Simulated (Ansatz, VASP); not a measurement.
## Ni: VASP beside Ansatz

```
Ni
1.0
     2.44802    0.00000    0.00000
    -1.22401    2.12005    0.00000
     0.00000    0.00000    4.07281
Ni
2
Direct
  0.33333 0.66667 0.25000
  0.66667 0.33333 0.75000
```

Alike in both runs: task single point; functional LDA; k mesh 13 × 13 × 7; collinear spin.

```csv
,VASP,Ansatz
version,VASP 6.6.1,Ansatz 0.2.0
potentials or method,"VASP PAW LDA potentials, release 64 (Ni)","plane waves, PAW"
plane-wave cutoff (eV),520,420
occupations,"fermi-dirac, width 0.1 eV",fermi-dirac
valence electrons in the cell,20,36
```

|  | VASP | Ansatz | Ansatz less VASP |
| --- | --- | --- | --- |
| gap on the k mesh at the Fermi level (eV) | none | none | - |
| net moment per atom (μB) | 0.58 | 0.60 | +0.022 |
| size of the moment on the site where the two differ most (μB) | 0.58 | 0.63 | +0.046 |

LDA's correlation is that of Perdew and Zunger in VASP and of Perdew and Wang (1992) in Ansatz. Site moments also hang on the region over which each program counts them. A gap of «none» marks a metal or a gap that the smearing closes. VASP's potentials hold 20 valence electrons a cell and Ansatz's 36, so a difference there can come from the potentials and not from the codes.
